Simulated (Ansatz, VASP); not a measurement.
**Two plane-wave programs on ZrB**

```
CELL_PARAMETERS angstrom
0.00000 2.41948 2.53170
2.41948 0.00000 2.53170
2.41948 2.41948 0.00000
ATOMIC_POSITIONS crystal
Zr 0.50000 0.50000 0.50000
B 0.00000 0.00000 0.00000
```

Alike in both runs: task single point; functional PBE; k mesh 12 × 12 × 12; no spin polarisation.

```csv
,VASP,Ansatz
version,VASP 6.6.1,Ansatz 0.2.0
potentials or method,"VASP PAW PBE potentials, release 64 (Zr_sv, B), cutoff 520 eV","plane waves, PAW"
occupations,"methfessel-paxton of order 1, width 0.1 eV",cold
valence electrons in the cell,15,15
```

Ansatz gave:

```
pressure (GPa)                                                : -0.3
traceless stress, the component that is largest in VASP (GPa) : -8.59
```

**Question.** Which values does VASP return?

**Answer.** Pressure (GPa): -0.2; traceless stress, the component that is largest in VASP (GPa): -8.63.

Ansatz's warnings: stress scf threshold loose.
